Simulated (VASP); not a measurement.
Crystal: Al.

```
Al
1.0
     0.00000    2.01946    2.01946
     2.01946    0.00000    2.01946
     2.01946    2.01946    0.00000
Al
1
Direct
  0.00000 0.00000 0.00000
```

```yaml
Program: VASP 6.6.1
Task: relaxation of cell and atoms
Functional: r2SCAN
Potentials_or_basis: VASP PAW PBE potentials, release 64 (Al)
Cutoff: 600 eV
k_mesh: 18 × 18 × 18
Occupations: gaussian, width 0.1 eV
Spin: no spin polarisation
```

At the start: pressure -3.3 GPa; volume 16.47 Å³/atom.

**Question.** How do energy, volume and symmetry change on relaxing?

**Answer.** Over 3 steps the energy falls by 6.7 meV/atom and the volume is 15.84 Å³/atom (-3.8 %); space group Fm-3m (No. 225, to 0.05 Å).

Step by step:
```tsv
step	energy change (eV)	largest force (eV/Å)	pressure (GPa)	volume (Å³)
1	0.0000	0.0000	-3.26	16.47
2	-0.0063	0.0000	0.98	15.69
3	-0.0067	0.0000	0.04	15.84
```

Final structure:
```yaml
crystal:
  lattice:
    - [0.00000, 1.99336, 1.99336]
    - [1.99336, 0.00000, 1.99336]
    - [1.99336, 1.99336, 0.00000]
  atoms:
    - { symbol: Al, position: [0.00000, 0.00000, 0.00000] }
```

Caveat: the PAW data sets were made with another functional, which shifts forces and pressure a little.
